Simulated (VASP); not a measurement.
# Ta2SnSb4 (P1) in VASP: single point with PBEsol

Aim: the single point of Ta2SnSb4 with PBEsol.

Everything below comes from runs of VASP 6.6.1. Logs are shortened: lines on timing, memory, paths and dates and some standing lists are left out, and cuts for length are marked.

## 1. The cell of the first run

The typed cell holds 7 atoms: a = 6.773 Å, b = 6.966 Å, c = 3.593 Å, α = 75.18°, β = 90.22°, γ = 87.55°.

## 2. Single point, PBEsol

File INCAR:

```
PREC     = Accurate       # precision mode
ENCUT    = 520            # plane-wave cutoff, eV
EDIFF    = 1E-7           # SCF threshold, eV
ISMEAR   = -1             # smearing method
SIGMA    = 0.05           # smearing width, eV
LREAL    = False          # projectors in reciprocal space
LASPH    = True           # aspherical terms in the spheres
NELM     = 80             # most SCF steps
ALGO     = Normal         # electronic algorithm
ISIF     = 2              # what is computed and relaxed
LWAVE    = False          # write WAVECAR
LCHARG   = True           # write CHGCAR
GGA      = PS             # functional
LELF     = True           # ELF
LVHAR    = True         
NBANDS   = 37             # bands
```

File KPOINTS:

```
Automatic mesh
0
Gamma
  2 2 6
```

File POSCAR:

```
Ta2SnSb4
1.0
    6.7709212205      0.1526566478     -0.0213626914
    0.1459341926      6.8904336154      1.0097672273
   -0.0116224868      0.4060539033      3.5702645917
Ta Sn Sb
2 1 4
Direct
    0.4411348051      0.0255331391      0.6621552454
   -0.0245900610      0.4569545091      0.4441083311
    0.0311022363      0.0231597049     -0.3434321319
    0.2873391998      0.7500903520      0.2970240381
    0.2931008346      0.3349207520      0.0048145948
    0.7587972527      0.7195151414     -0.1845284411
    0.7299882118      0.2352321762      0.0523549406
```

Potentials or basis: VASP PAW PBE potentials, release 64 (Ta_pv, Sn_d, Sb).

Started as:

```
$ cat potpaw_PBE.64/Ta_pv/POTCAR potpaw_PBE.64/Sn_d/POTCAR potpaw_PBE.64/Sb/POTCAR > POTCAR
$ mpirun -np 1 vasp_std > vasp.out
```

OUTCAR:

```text
PREC = Accurate
   ENCUT = 520
   EDIFF = 1E-7
   ISMEAR = -1
   LREAL = False
   LASPH = True
   NELM = 80
   ISIF = 2
   GGA = PS

 ion  position               nearest neighbor table
   1  0.441  0.026  0.662-   3 2.78   4 2.81   4 2.82   5 2.89   5 2.90   6 2.91   7 3.03   7 3.07

   2  0.975  0.457  0.444-   6 2.87   6 2.88   5 2.89   5 2.90   7 2.91   7 2.91   3 2.93   4 2.96

   3  0.031  0.023  0.657-   1 2.78   6 2.82   2 2.93   7 3.02   7 3.03   4 3.05   4 3.06   5 3.33
                             5 3.34
   4  0.287  0.750  0.297-   1 2.81   1 2.82   2 2.96   3 3.05   3 3.06   5 3.32   5 3.33   6 3.66
                             6 3.66
   5  0.293  0.335  0.005-   2 2.89   1 2.89   2 2.90   1 2.90   7 3.00   4 3.32   4 3.33   3 3.33
                             3 3.34
   6  0.759  0.720  0.815-   3 2.82   2 2.87   2 2.88   1 2.91   7 3.28   4 3.66   4 3.66
   7  0.730  0.235  0.052-   2 2.91   2 2.91   5 3.00   3 3.02   1 3.03   3 3.03   1 3.07   6 3.28

  LATTYP: Found a triclinic cell.
 ALAT       =     6.9733887824
 B/A-ratio  =     0.5152874741
 C/A-ratio  =     0.9712172657
 COS(alpha) =     0.0038205787
 COS(beta)  =     0.0447057741
 COS(gamma) =     0.2598217109

  Lattice vectors:

 A1 = (  -0.1575566794,  -6.4843797121,   2.5604973644)
 A2 = (  -0.0116224868,   0.4060539033,   3.5702645917)
 A3 = (  -6.7709212205,  -0.1526566478,   0.0213626914)

Analysis of symmetry for initial positions (statically):
=====================================================================
 Subroutine PRICEL returns:
 Original cell was already a primitive cell.

 Routine SETGRP: Setting up the symmetry group for a
 triclinic supercell.

 Subroutine GETGRP returns: Found  1 space group operations
 (whereof  1 operations were pure point group operations)
 out of a pool of  2 trial point group operations.

The static configuration has the point symmetry C_1 .

Analysis of symmetry for dynamics (positions and initial velocities):
=====================================================================
 Subroutine PRICEL returns:
 Original cell was already a primitive cell.

 Routine SETGRP: Setting up the symmetry group for a
 triclinic supercell.

 Subroutine GETGRP returns: Found  1 space group operations
 (whereof  1 operations were pure point group operations)
 out of a pool of  2 trial point group operations.

The dynamic configuration has the point symmetry C_1 .

 Subroutine INISYM returns: Found  1 space group operations
 (whereof  1 operations are pure point group operations),
 and found     1 'primitive' translations

----------------------------------------------------------------------------------------

                                     Primitive cell

  volume of cell :     163.7087

  direct lattice vectors                    reciprocal lattice vectors
     6.770921221  0.152656648 -0.021362691     0.147766448 -0.003254315  0.000851153
     0.145934193  6.890433615  1.009767227    -0.003382221  0.147663098 -0.016805053
    -0.011622487  0.406053903  3.570264592     0.001840745 -0.041782583  0.284849301

  length of vectors
     6.772675586  6.965558273  3.593299891     0.147804730  0.148654767  0.287903277

  position of ions in fractional coordinates (direct lattice)
     0.441134805  0.025533139  0.662155245
     0.975409939  0.456954509  0.444108331
     0.031102236  0.023159705  0.656567868
     0.287339200  0.750090352  0.297024038
     0.293100835  0.334920752  0.004814595
     0.758797253  0.719515141  0.815471559
     0.729988212  0.235232176  0.052354941

  ion indices of the primitive-cell ions
   primitive index   ion index
                 1           1
                 2           2
                 3           3
                 4           4
                 5           5
                 6           6
                 7           7

----------------------------------------------------------------------------------------

 KPOINTS: Automatic mesh

Automatic generation of k-mesh.
 Grid dimensions read from file:
 generate k-points for:    2    2    6

 Generating k-lattice:

  Cartesian coordinates                     Fractional coordinates (reciprocal lattice)
     0.073883224 -0.001627158  0.000425576     0.500000000  0.000000000 -0.000000000
    -0.001691111  0.073831549 -0.008402527     0.000000000  0.500000000  0.000000000
     0.000306791 -0.006963764  0.047474884     0.000000000  0.000000000  0.166666667

  Length of vectors
     0.073902365  0.074327383  0.047983880

  Shift w.r.t. Gamma in fractional coordinates (k-lattice)
     0.000000000  0.000000000  0.000000000

 Subroutine IBZKPT returns following result:
 ===========================================

 Found     16 irreducible k-points:

 Following reciprocal coordinates:
            Coordinates               Weight
  0.000000  0.000000  0.000000      1.000000
  0.500000  0.000000  0.000000      1.000000
 -0.000000  0.500000  0.000000      1.000000
  0.500000  0.500000  0.000000      1.000000
  0.000000 -0.000000  0.166667      2.000000
  0.500000 -0.000000  0.166667      2.000000
[... 8 lines left out ...]
  0.000000  0.500000  0.500000      1.000000
  0.500000  0.500000  0.500000      1.000000
   k-points           NKPTS =     16   k-points in BZ     NKDIM =     16   number of bands    NBANDS=     37
   number of dos      NEDOS =    301   number of ions     NIONS =      7
   total plane-waves  NPLWV =  75600
   dimension x,y,z NGX =    50 NGY =   54 NGZ =   28
   dimension x,y,z NGXF=   100 NGYF=  108 NGZF=   56
   ions per type =               2   1   4
   NGX,Y,Z   is equivalent  to a cutoff of  12.27, 12.89, 12.95 a.u.
   NGXF,Y,Z  is equivalent  to a cutoff of  24.55, 25.78, 25.91 a.u.
 SYSTEM =  unknown system
   PREC   = accura    normal or accurate (medium, high low for compatibility)
   ISTART =      0    job   : 0-new  1-cont  2-samecut
   ICHARG =      2    charge: 1-file 2-atom 10-const
   ISPIN  =      1    spin polarized calculation?
   LNONCOLLINEAR =      F non collinear calculations
   LSORBIT =      F    spin-orbit coupling
   LASPH  =      T    aspherical Exc in radial PAW
   ENCUT  =  520.0 eV  38.22 Ry    6.18 a.u.  12.59 12.95  6.68*2*pi/ulx,y,z
   NELM   =     80;   NELMIN=  2; NELMDL= -5     # of ELM steps
   EDIFF  = 0.1E-06   stopping-criterion for ELM
   LREAL  =      F    real-space projection
   EDIFFG = 0.1E-05   stopping-criterion for IOM
   NSW    =      0    number of steps for IOM
   IBRION =     -1    ionic relax: 0-MD 1-quasi-New 2-CG
   NFREE  =      0    steps in history (QN), initial steepest desc. (CG)
   ISIF   =      2    stress and relaxation
   ISYM   =      2    0-nonsym 1-usesym 2-fastsym
   POTIM  = 0.5000    time-step for ionic-motion
   TEBEG  =    0.0;   TEEND  =   0.0 temperature during run
   PSTRESS=    0.0 pullay stress
   NELECT =      56.0000    total number of electrons
   NUPDOWN=      -1.0000    fix difference up-down
   EMIN   =  10.00;   EMAX   =-10.00  energy-range for DOS
   EFERMI =   0.00;   METHOD = LEGACY
   ISMEAR =    -1;   SIGMA  =   0.05  broadening in eV -4-tet -1-fermi 0-gaus
   EFERMI_NEDOS =   21; number of points for ismear=-14 and -15
   IALGO  =     38    algorithm
   IMIX   =      4    mixing-type and parameters
     AMIX     =   0.40;   BMIX     =  1.00
     AMIX_MAG =   1.60;   BMIX_MAG =  1.00
  volume/ion in A,a.u.               =      23.39       157.82
  Fermi-wavevector in a.u.,A,eV,Ry     =   1.144934  2.163611 17.835506  1.310873
  Thomas-Fermi vector in A             =   2.281624
   LORBIT       =      0    0 simple, 1 ext, 2 COOP (PROOUT), +10 PAW based schemes
   GGA     = PS    functional components
   LHFCALC =     F    Hartree Fock is set to
   AEXX    =    0.0000 exact exchange contribution
   IVDW    =     0    specifies the selected vdW correction
   LEPSILON=     F    determine dielectric tensor
   LRPA    =     F    only Hartree local field effects (RPA)
 non-spin polarized calculation
  energy-cutoff  :      520.00
  volume of cell :      163.71
 maximum number of plane-waves:      4431
   NGX = 25   NGY = 25   NGZ = 13

 number of electron      56.0000001 magnetization

 Free energy of the ion-electron system (eV)
  ---------------------------------------------------
  ext. energy  EPLUGINS =         0.00000000
  ---------------------------------------------------
  free energy    TOTEN  =       -46.60284103 eV

  energy without entropy =      -46.57624630  energy(sigma->0) =      -46.58954367

 E-fermi :   8.2919     XC(G=0): -11.0010

 val. band max:        8.2756394299   @ k =   0.5000   0.0000   0.0000
 cond. band min:       8.3331480875   @ k =  -0.0000   0.5000   0.1667
 fundamental gap:      0.0575086576
 Fermi energy:         8.2919187466

 k-point     1 :       0.0000    0.0000    0.0000
  band No.  band energies     occupation
      1     -26.7547      2.00000
      2     -26.6559      2.00000
      3     -26.6324      2.00000
      4     -26.5724      2.00000
      5     -26.5077      2.00000
      6     -26.4997      2.00000
[... 29 lines left out ...]
     36      11.5069      0.00000
     37      12.2154      0.00000

 k-point     2 :       0.5000    0.0000    0.0000
  band No.  band energies     occupation
      1     -26.7547      2.00000
      2     -26.6559      2.00000
      3     -26.6323      2.00000
      4     -26.5726      2.00000
      5     -26.5077      2.00000
      6     -26.4997      2.00000
[... 29 lines left out ...]
     36      11.5901      0.00000
     37      11.8699      0.00000

 k-point     3 :      -0.0000    0.5000    0.0000
  band No.  band energies     occupation
      1     -26.7547      2.00000
      2     -26.6559      2.00000
      3     -26.6324      2.00000
      4     -26.5724      2.00000
      5     -26.5077      2.00000
      6     -26.4997      2.00000
[... 29 lines left out ...]
     36      11.8395      0.00000
     37      11.8989      0.00000
[... 441 lines left out ...]
 k-point    15 :       0.0000    0.5000    0.5000
  band No.  band energies     occupation
      1     -26.7466      2.00000
      2     -26.7403      2.00000
      3     -26.6217      2.00000
      4     -26.5912      2.00000
      5     -26.5625      2.00000
      6     -26.4918      2.00000
[... 29 lines left out ...]
     36      10.8838      0.00000
     37      11.0745      0.00000

 k-point    16 :       0.5000    0.5000    0.5000
  band No.  band energies     occupation
      1     -26.7466      2.00000
      2     -26.7403      2.00000
      3     -26.6217      2.00000
      4     -26.5912      2.00000
      5     -26.5627      2.00000
      6     -26.4918      2.00000
[... 29 lines left out ...]
     36      11.0183      0.00000
     37      11.2207      0.00000

------------------------ aborting loop because EDIFF is reached ----------------------------------------

  FORCE on cell =-STRESS in cart. coord.  units (eV):
  Direction    XX          YY          ZZ          XY          YZ          ZX
  --------------------------------------------------------------------------------------
  -------------------------------------------------------------------------------------
  Total        0.1495950      0.1202197      0.0941555      0.0016402     -0.0136481     -0.0036474
  in kB        1.4640500      1.1765615      0.9214770      0.0160519     -0.1335702     -0.0356964
  external PRESSURE =       1.1873628 kB  Pullay stress =       0.0000000 kB

 VOLUME and BASIS-vectors are now :
 -----------------------------------------------------------------------------
  energy-cutoff  :      520.00
  volume of cell :      163.71
      direct lattice vectors                 reciprocal lattice vectors
     6.770921221  0.152656648 -0.021362691     0.147766448 -0.003254315  0.000851153
     0.145934193  6.890433615  1.009767227    -0.003382221  0.147663098 -0.016805053
    -0.011622487  0.406053903  3.570264592     0.001840745 -0.041782583  0.284849301

 POSITION                                       TOTAL-FORCE (eV/Angst)
 -----------------------------------------------------------------------------------
      2.98292      0.51215      2.38043         0.001831     -0.010239     -0.000229
      6.66595      3.47785      2.02616        -0.004982     -0.006314      0.002269
      0.20634      0.43093      2.36684         0.007626      0.010361     -0.000234
      2.05156      5.33292      1.81173         0.004867     -0.007760      0.001061
      2.03338      2.35445      0.34912        -0.001296      0.010859     -0.001574
      5.23328      5.40473      3.62178        -0.011405      0.000066     -0.000902
      4.97641      1.75355      0.40886         0.003359      0.003027     -0.000392
 -----------------------------------------------------------------------------------
    total drift:                                0.000334     -0.000762     -0.000273

  FREE ENERGIE OF THE ION-ELECTRON SYSTEM (eV)
  ---------------------------------------------------
  free  energy   TOTEN  =       -46.6028410341 eV

  energy  without entropy=      -46.5762463021  energy(sigma->0) =      -46.58954367
```

Run time: 2.8 min. Hardware: 1 thread of Oxide Virtual Turin-like, shared host; peak memory 0.28 GiB.

Results:

```
Free energy            : -46.6028 eV
Pressure               : 0.1 GPa
Largest force          : 0.013 eV/Å
Band gap on the k mesh : zero (bands 28 and 29 overlap by 0.71 eV)
```

Forces in eV/Å, atoms in the order of the input:
```
Ta   0.002 -0.010  0.000
Ta  -0.005 -0.006  0.002
Sn   0.008  0.010  0.000
Sb   0.005 -0.008  0.001
Sb  -0.001  0.011 -0.002
Sb  -0.011  0.000 -0.001
Sb   0.003  0.003  0.000
```

Levels at points of the mesh, in eV from the Fermi level:
| k point | band 25 | band 26 | band 27 | band 28 | band 29 | band 30 | band 31 | band 32 |
| --- | --- | --- | --- | --- | --- | --- | --- | --- |
| (0.00, 0.00, 0.00) | -1.00 | -0.96 | -0.57 | -0.08 | 0.26 | 1.46 | 1.94 | 2.03 |
| (0.50, 0.00, 0.00) | -1.34 | -0.67 | -0.02 | 0.42 | 0.44 | 0.90 | 1.11 | 1.61 |
| (0.00, 0.50, 0.00) | -1.27 | -0.88 | -0.63 | 0.10 | 0.49 | 0.63 | 0.86 | 1.47 |
| (0.50, 0.50, 0.00) | -1.28 | -1.00 | -0.58 | -0.31 | -0.28 | 1.59 | 1.76 | 2.09 |
| (0.00, 0.00, 0.50) | -2.58 | -1.46 | -1.16 | -0.47 | 0.35 | 0.71 | 0.75 | 1.55 |
| (0.50, 0.00, 0.50) | -1.89 | -1.60 | -1.49 | -0.79 | -0.27 | 0.90 | 1.05 | 1.43 |
| (0.00, 0.50, 0.50) | -2.55 | -1.48 | -1.18 | -0.47 | 0.36 | 0.71 | 0.75 | 1.55 |
| (0.50, 0.50, 0.50) | -1.90 | -1.59 | -1.53 | -0.79 | -0.27 | 0.84 | 1.10 | 1.43 |

Caveat: the k points lie up to 0.47 Å⁻¹ apart, too coarse for converged energies and pressures of a metal; the PAW data sets were made with another functional, which shifts forces and pressure a little; spin-orbit coupling is left out, which moves the levels of the heavy elements.
